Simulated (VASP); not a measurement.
**SiNi: single point with PBE**

SiNi:

```xyz
8
Lattice="4.5186 0.0000 0.0000 0.0000 4.5186 0.0000 0.0000 0.0000 4.5186" Properties=species:S:1:pos:R:3 pbc="T T T"
Si    3.8246    3.8246    3.8246
Si    2.9533    0.6940    1.5653
Si    1.5653    2.9533    0.6940
Si    0.6940    1.5653    2.9533
Ni    0.6726    0.6726    0.6726
Ni    1.5868    3.8461    2.9319
Ni    2.9319    1.5868    3.8461
Ni    3.8461    2.9319    1.5868
```

```yaml
Program: VASP 6.6.1
Task: single point
Functional: PBE
Potentials_or_basis: VASP PAW PBE potentials, release 64 (Si, Ni)
Cutoff: 520 eV
k_mesh: 8 × 8 × 8
Occupations: gaussian, width 0.1 eV
Spin: no spin polarisation
```

- Pressure: 0.0 GPa
- Largest force: 0.006 eV/Å
- Band gap on the k mesh: zero (bands 28 and 29 overlap by 1.15 eV)

Forces in eV/Å, atoms in the order of the input:
```
Si   0.001  0.001  0.001
Si  -0.001 -0.001  0.001
Si   0.001 -0.001 -0.001
Si  -0.001  0.001 -0.001
Ni  -0.004 -0.004 -0.004
Ni   0.004  0.004 -0.004
Ni  -0.004  0.004  0.004
Ni   0.004 -0.004  0.004
```

Levels at points of the mesh, in eV from the Fermi level:
```csv
k point,band 24,band 25,band 26,band 27,band 28,band 29,band 30,band 31,band 32,band 33
"(0.00, 0.00, 0.00)",-2.17,-1.55,-1.55,-1.55,0.97,0.97,0.97,1.41,1.41,2.03
"(0.50, 0.00, 0.00)",-2.05,-1.91,-1.91,-0.56,-0.56,-0.18,-0.18,2.74,2.74,2.90
"(0.50, 0.50, 0.00)",-2.32,-1.46,-1.46,-0.93,-0.93,0.35,0.35,0.89,0.89,3.92
"(0.50, 0.50, 0.50)",-2.55,-1.71,-1.71,-1.71,-1.71,4.14,4.14,4.14,4.14,4.51
```

Wall time 63 s on 1 thread of Intel(R) Xeon(R) 6975P-C (Granite Rapids), with other jobs on the host, peak memory 0.27 GiB.

Spin polarisation is off, so any magnetic state and its effect on volume and gap are missing.
